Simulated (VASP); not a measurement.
Wanted: the native input for a VASP 6.6.1 run.

```yaml
Task: single point
Functional: PBE
Dispersion: D3(BJ)
Potentials_or_basis: VASP PAW PBE potentials, release 64 (Cl)
Cutoff: 520 eV
k_mesh: 7 × 7 × 4
Occupations: fermi-dirac, width 0.05 eV
Spin: no spin polarisation
Dipole_correction: no
Further_INCAR_settings: ALGO = Normal; EDIFF = 1e-06; NBANDS = 22
```

The structure of Cl lies in POSCAR:

```
Cl
1.0
    3.2956739984     -2.0361933031      0.0000000000
    3.2956739984      2.0361933031      0.0000000000
    0.0000000000      0.0000000000      8.0923744916
Cl
4
Direct
    0.3755574745      0.6244425255      0.3911434508
    0.1244425255      0.8755574745      0.8911434508
    0.6244425255      0.3755574745      0.6088565492
    0.8755574745      0.1244425255      0.1088565492
```

The input as run:

INCAR

```
PREC = Accurate ; ENCUT = 520
EDIFF = 1E-6 ; ISMEAR = -1
SIGMA = 0.05 ; LREAL = F
LASPH = T ; NELM = 60
ALGO = Normal ; ISIF = 2
LWAVE = F ; LCHARG = T
GGA = PE ; IVDW = 12
LELF = T ; LVHAR = T
NBANDS = 22
```

KPOINTS

```
regular mesh
0
Gamma
  7 7 4
```

Potentials or basis: VASP PAW PBE potentials, release 64 (Cl).

Run with:

```bash
$ cat potpaw_PBE.64/Cl/POTCAR > POTCAR
$ mpirun -np 1 vasp_std > vasp.out
```

Results of the run:

The pressure is -0.4 GPa. The largest force is 0.173 eV/Å and the band gap on the k mesh is 2.24 eV, direct. The dispersion energy per atom is -0.163 eV.

It took 42 s on 1 thread of Intel(R) Xeon(R) 6975P-C (Granite Rapids), with other jobs on the host, peak memory 0.25 GiB.
